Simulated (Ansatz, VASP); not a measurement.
## TePb: VASP beside Ansatz

```
Te Pb
1.0
     0.00000    3.72530    2.42144
     3.72530    0.00000    2.42144
     3.72530    3.72530    0.00000
Te Pb
1 1
Direct
  0.50000 0.50000 0.50000
  0.00000 0.00000 0.00000
```

Alike in both runs: task single point; functional PBEsol; k mesh 8 × 8 × 8; occupations gaussian, width 0.05 eV; no spin polarisation.

|  | VASP | Ansatz |
| --- | --- | --- |
| version | VASP 6.6.1 | Ansatz 0.2.0 |
| potentials or method | VASP PAW PBE potentials, release 64 (Te, Pb_d), cutoff 520 eV | scalar-relativistic, plane waves, PAW |
| valence electrons in the cell | 20 | 30 |

|  | VASP | Ansatz | Ansatz less VASP |
| --- | --- | --- | --- |
| gap on the k mesh at the Fermi level (eV) | none | none | - |
| pressure (GPa) | 22.8 | 23.0 | +0.18 |
| traceless stress, the component that is largest in VASP (GPa) | 49.16 | 49.50 | +0.342 |

VASP's potentials were made for PBE, not for PBEsol. A gap of «none» marks a metal or a gap that the smearing closes. VASP's potentials hold 20 valence electrons a cell and Ansatz's 30, so a difference there can come from the potentials and not from the codes.

Spin-orbit coupling is off throughout.
